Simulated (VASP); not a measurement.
Set up this calculation in VASP 6.6.1, as the native input.

| Quantity | Value |
| --- | --- |
| Task | electric field gradients |
| Functional | PBE |
| Potentials or basis | VASP PAW PBE potentials, release 64 (Fe, Cu, S, O) |
| Cutoff | 520 eV |
| k mesh | 9 × 9 × 4 |
| Occupations | fermi-dirac, width 0.05 eV |
| Spin | collinear spin, antiferromagnetic start |
| Starting moments | [-5.0, 5.0, 0.0, 0.0, 0.0, 0.0, 0.0, 0.0] μB |
| Hubbard terms | Fe d U = 5.0 eV |
| Dipole correction | no |
| Further INCAR settings | ALGO = Normal; EDIFF = 1e-08; NBANDS = 45 |

The structure of FeCuSO lies in POSCAR:

```
FeCuSO
1.0
    3.8219000000      0.0000000000      0.0000000000
    0.0000000000      3.8219000000      0.0000000000
    0.0000000000      0.0000000000      8.6450000000
Fe Cu S O
2 2 2 2
Direct
    0.5000000000      0.5000000000      0.0000000000
    0.0000000000      0.0000000000      0.0000000000
    0.0000000000      0.0000000000      0.5000000000
    0.5000000000      0.5000000000      0.5000000000
    0.5000000000      0.0000000000      0.3439435601
    0.0000000000      0.5000000000      0.6560564399
    0.5000000000      0.0000000000      0.9313197926
    0.0000000000      0.5000000000      0.0686802074
```

These files were run (other wordings do the same):

INCAR

```
PREC = Accurate
ENCUT = 520
EDIFF = 1E-8
ISMEAR = -1
SIGMA = 0.05
LREAL = F
LASPH = T
NELM = 150
ALGO = Normal
ISIF = 2
LWAVE = F
LCHARG = F
ISPIN = 2
MAGMOM = -5 5 0 0 0 0 0 0
LORBIT = 11
LMAXMIX = 4
LDAU = T
LDAUTYPE = 2
LDAUL = 2 -1 -1 -1
LDAUU = 5 0 0 0
LDAUJ = 0 0 0 0
LDAUPRINT = 1
GGA = PE
LEFG = T
NBANDS = 45
KPAR = 4
```

KPOINTS

```
Automatic mesh
0
Gamma
  9 9 4
```

Potentials or basis: VASP PAW PBE potentials, release 64 (Fe, Cu, S, O).

Launch:

```bash
$ cat potpaw_PBE.64/Fe/POTCAR potpaw_PBE.64/Cu/POTCAR potpaw_PBE.64/S/POTCAR potpaw_PBE.64/O/POTCAR > POTCAR
$ mpirun -np 4 vasp_std > vasp.out
```

Results of the run:

```yaml
Pressure: 2.1 GPa
Largest_force: 0.502 eV/Å
Band_gap_on_the_k_mesh: zero (filled and empty bands overlap)
Net_moment: 0.00 μB per cell
Site_moments: Fe -3.79, +3.79; Cu +0.00, -0.00; S +0.00; O +0.00 μB
Valence_electrons_inside_the_program's_atomic_spheres: Fe 6.92; Cu 9.94; S 3.64; O 5.03
```

Caveat: without QUAD_EFG the Cq values of the log hold for a quadrupole moment of 1 mb, not for the nuclei.

Wall time 4.7 min on 4 MPI ranks on Intel(R) Xeon(R) Platinum 8488C (Sapphire Rapids), on a shared host, peak memory 0.53 GiB a rank.
